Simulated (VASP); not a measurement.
SrOs:

```
Sr Os
1.0
     3.60037    0.00000    0.00000
     0.00000    3.60037    0.00000
     0.00000    0.00000    3.60037
Sr Os
1 1
Direct
  0.00000 0.00000 0.00000
  0.50000 0.50000 0.50000
```

Program: VASP 6.6.1. Alike in all runs: task single point; no spin polarisation; cell as given; k mesh 10 × 10 × 10; cutoff (eV) 520; smearing gaussian 0.05 eV.

Question: Order these runs on this cell by their pressure, lowest first.
A. level LDA; potentials or basis VASP PAW LDA potentials, release 64 (Sr_sv, Os)
B. level r2SCAN; potentials or basis VASP PAW PBE potentials, release 64 (Sr_sv, Os)
C. level PBEsol; potentials or basis VASP PAW PBE potentials, release 64 (Sr_sv, Os)

Answer: A (-6.3 GPa), C (-3.8 GPa), B (-0.5 GPa).

Caveats: the PAW data sets were made with another functional, which shifts forces and pressure a little (at least some runs); the cell stands under tension (at least some runs).
